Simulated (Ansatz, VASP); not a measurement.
HgPt3 in VASP and in Ansatz

File INCAR:

```
SYSTEM = HgPt3
PREC = Accurate
ENCUT = 520
EDIFF = 1E-6
ISMEAR = 0
SIGMA = 0.1
LREAL = .False.
LASPH = .True.
NELM = 60
ALGO = Normal
ISIF = 2
LWAVE = .False.
LCHARG = .False.
NBANDS = 29
```

KPOINTS

```
Automatic mesh
0
Gamma
  5 5 8
  0 0 0
```

POSCAR

```
HgPt3
1.0
    2.9143790000     -3.9725940000      0.0000000000
    2.9143790000      3.9725940000      0.0000000000
    0.0000000000      0.0000000000      2.9056840000
Hg Pt
1 3
Direct
    0.0000000000      0.0000000000      0.0000000000
    0.5000000000      0.5000000000      0.0000000000
    0.0000000000      0.5000000000      0.5000000000
    0.5000000000      0.0000000000      0.5000000000
```

Input for Ansatz:

```yaml
crystal:
  lattice:
    - [2.914379, -3.972594, 0.0]
    - [2.914379, 3.972594, 0.0]
    - [0.0, 0.0, 2.905684]
  atoms:
    - { symbol: Hg, position: [0.0, 0.0, 0.0] }
    - { symbol: Pt, position: [0.5, 0.5, 0.0] }
    - { symbol: Pt, position: [0.0, 0.5, 0.5] }
    - { symbol: Pt, position: [0.5, 0.0, 0.5] }
basis:
  ecutwfc: 421.77648681281397
kpoints:
  mp_grid:
    grid: [5, 5, 8]
hamiltonian:
  xc: lda
scf:
  convergence:
    dr2_threshold: 1.0e-09
  occupations:
    method: gaussian
output:
  stress: true
```

Alike in both runs: task single point; functional LDA; k mesh 5 × 5 × 8; no spin polarisation.

|  | VASP | Ansatz |
| --- | --- | --- |
| version | VASP 6.6.1 | Ansatz 0.2.0 |
| potentials or method | VASP PAW LDA potentials, release 64 (Hg, Pt), cutoff 520 eV | plane waves, PAW |
| occupations | gaussian, width 0.1 eV | gaussian |
| valence electrons in the cell | 42 | 74 |

|  | VASP | Ansatz | Ansatz less VASP |
| --- | --- | --- | --- |
| pressure (GPa) | -13.7 | -14.9 | -1.27 |
| traceless stress, the component that is largest in VASP (GPa) | -0.81 | -0.81 | -0.002 |

LDA's correlation is that of Perdew and Zunger in VASP and of Perdew and Wang (1992) in Ansatz. VASP's potentials hold 42 valence electrons a cell and Ansatz's 74, so a difference there can come from the potentials and not from the codes. Ansatz's warnings: stress scf threshold loose.

Spin-orbit coupling is off throughout.
